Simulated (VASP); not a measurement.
Wanted: the native input for a VASP 6.6.1 run.

```
Task                   : single point
Functional             : PBEsol
Potentials or basis    : VASP PAW PBE potentials, release 64 (Mg, S)
Cutoff                 : 520 eV
k mesh                 : 10 × 10 × 10
Occupations            : fermi-dirac, width 0.03 eV
Spin                   : no spin polarisation
Dipole correction      : no
Further INCAR settings : ALGO = Normal; EDIFF = 1e-06; NBANDS = 11
```

The structure of MgS lies in POSCAR:

```
MgS
1.0
    0.0000000000      2.5841887356      2.5841887356
    2.5841887356      0.0000000000      2.5841887356
    2.5841887356      2.5841887356      0.0000000000
Mg S
1 1
Direct
    0.0000000000      0.0000000000      0.0000000000
    0.5000000000      0.5000000000      0.5000000000
```

This cell differs from its parent crystal: volume scaled by 0.98.

The input as run:

INCAR

```
PREC = Accurate
ENCUT = 520
EDIFF = 1E-6
ISMEAR = -1
SIGMA = 0.03
LREAL = F
LASPH = T
NELM = 80
ALGO = Normal
ISIF = 2
LWAVE = F
LCHARG = T
GGA = PS
LELF = T
LVHAR = T
NBANDS = 11
```

KPOINTS

```
regular mesh
0
Gamma
  10 10 10
```

Potentials or basis: VASP PAW PBE potentials, release 64 (Mg, S).

Run with:

```bash
$ cat potpaw_PBE.64/Mg/POTCAR potpaw_PBE.64/S/POTCAR > POTCAR
$ mpirun -np 1 vasp_std > vasp.out
```

Results of the run:

```yaml
Pressure: 0.4 GPa
Band_gap_on_the_k_mesh: 2.75 eV, indirect (least direct gap 3.75 eV)
```

Caveat: the PAW data sets were made with another functional, which shifts forces and pressure a little.

Run time: 19 s on 1 thread of Intel Xeon 8259CL, with other jobs on the host, peak memory 0.16 GiB.
